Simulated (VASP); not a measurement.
Runs of VASP 6.6.1 on IrS. The structure is that of space group Fm-3m (No. 225), or close to it. The cells are those of the table. 

```csv
cell,gap on the mesh (eV),pressure (GPa)
"a = 3.449 Å, angles 60.0°, 2 atoms",none,-0.7
"a = 3.472 Å, angles 60.0°, 2 atoms",none,-4.7
"a = 3.403 Å, angles 60.0°, 2 atoms",none,(a)
"a = 3.454 Å, angles 60.0°, 2 atoms",none,(b)
"a = 3.426 Å, angles 60.0°, 2 atoms",none,3.8
```

Alike in all rows: task single point; level PBEsol; potentials or basis VASP PAW PBE potentials, release 64 (Ir_sv_GW, S); no spin polarisation; k mesh 10 × 10 × 10; cutoff (eV) 560; smearing gaussian 0.05 eV.

Estimate the missing entries.

(a) 8.8; (b) -1.6.

Caveats: the PAW data sets were made with another functional, which shifts forces and pressure a little; spin-orbit coupling is left out, which moves the levels of the heavy elements; the cell stands under pressure (at least some runs); the cell stands under tension (at least some runs).

A k mesh can miss the band edges, and the runs leave out spin-orbit coupling on Ir.

A gap of «none» marks levels without a gap at the run's occupations.
